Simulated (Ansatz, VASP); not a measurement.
La3O in VASP and in Ansatz

The input INCAR:

```
SYSTEM = La3O
PREC = Accurate
ENCUT = 600
EDIFF = 1E-6
ISMEAR = 0
SIGMA = 0.1
LREAL = .False.
LASPH = .True.
NELM = 200
ALGO = Normal
ISIF = 2
LWAVE = .False.
LCHARG = .True.
GGA = PE
LELF = .True.
LVHAR = .True.
NBANDS = 49
GGA_COMPAT = .False.
LMAXMIX = 6
```

The input KPOINTS:

```
regular mesh
0
Gamma
  4 4 4
  0 0 0
```

POSCAR

```
La3O
1.0
    5.5163178800      0.0000000000      0.0000000000
    0.0000000000      5.5163178800      0.0000000000
    0.0000000000      0.0000000000      5.5163178800
La O
6 2
Direct
    0.2500000000      0.0000000000      0.5000000000
    0.7500000000      0.0000000000      0.5000000000
    0.0000000000      0.5000000000      0.2500000000
    0.0000000000      0.5000000000      0.7500000000
    0.5000000000      0.7500000000      0.0000000000
    0.5000000000      0.2500000000      0.0000000000
    0.0000000000      0.0000000000      0.0000000000
    0.5000000000      0.5000000000      0.5000000000
```

Input for Ansatz:

```yaml
crystal:
  lattice:
    - [5.51631788, 0.0, 0.0]
    - [0.0, 5.51631788, 0.0]
    - [0.0, 0.0, 5.51631788]
  atoms:
    - { symbol: La, position: [0.25, 0.0, 0.5] }
    - { symbol: La, position: [0.75, 0.0, 0.5] }
    - { symbol: La, position: [0.0, 0.5, 0.25] }
    - { symbol: La, position: [0.0, 0.5, 0.75] }
    - { symbol: La, position: [0.5, 0.75, 0.0] }
    - { symbol: La, position: [0.5, 0.25, 0.0] }
    - { symbol: O, position: [0.0, 0.0, 0.0] }
    - { symbol: O, position: [0.5, 0.5, 0.5] }
basis:
  ecutwfc: 420
kpoints:
  mp_grid: { grid: [4, 4, 4] }
hamiltonian:
  xc: pbe
scf:
  occupations: { method: gaussian, width: 0.1 }
  lower_state_search: "off"
output:
  forces: true
  stress: true
  eigenvalues: true
```

Change from the starting cell: species swapped into the GeMo3 type (Pm-3n, No. 223).

Alike in both runs: task single point; functional PBE; k mesh 4 × 4 × 4; occupations gaussian, width 0.1 eV; no spin polarisation.

|  | VASP | Ansatz |
| --- | --- | --- |
| version | VASP 6.6.1 | Ansatz 0.2.0 |
| potentials or method | VASP PAW PBE potentials, release 64 (La, O), cutoff 600 eV | scalar-relativistic, plane waves, PAW |
| valence electrons in the cell | 78 | 78 |

|  | VASP | Ansatz | Ansatz less VASP |
| --- | --- | --- | --- |
| gap on the k mesh at the Fermi level (eV) | none | none | - |
| pressure (GPa) | 13.3 | 13.4 | +0.10 |

A gap of «none» marks a metal or a gap that the smearing closes.

Neither program's run includes spin-orbit coupling.
